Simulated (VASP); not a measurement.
The system is I.

```xyz
4
Lattice="3.6275 -2.3975 0.0000 3.6275 2.3975 0.0000 0.0000 0.0000 9.7800" Properties=species:S:1:pos:R:3 pbc="T T T"
I     3.6275   -1.6783    1.1443
I     3.6275   -0.7193    6.0343
I     3.6275    1.6783    8.6357
I     3.6275    0.7193    3.7457
```

Base run:

```yaml
Program: VASP 6.6.1
Functional: PBE
Potentials_or_basis: VASP PAW PBE potentials, release 64 (I)
Cutoff: 520 eV
k_mesh: 8 × 8 × 4
Occupations: fermi-dirac, width 0.05 eV
Spin: no spin polarisation
```

Its results: band gap on the k mesh 1.24 eV (least direct gap 1.37 eV); pressure 1.4 GPa; largest force 0.621 eV/Å.

Problem. The run is repeated on the same cell with these changes: functional from PBE to LDA; potentials or basis from VASP PAW PBE potentials, release 64 (I) to VASP PAW LDA potentials, release 64 (I). What comes out?

Solution. Band gap on the k mesh 1.14 eV (least direct gap 1.28 eV); pressure -1.2 GPa; largest force 0.521 eV/Å.

Caveats: spin-orbit coupling is left out, which moves the levels of the heavy elements.

A k mesh can miss the band edges.
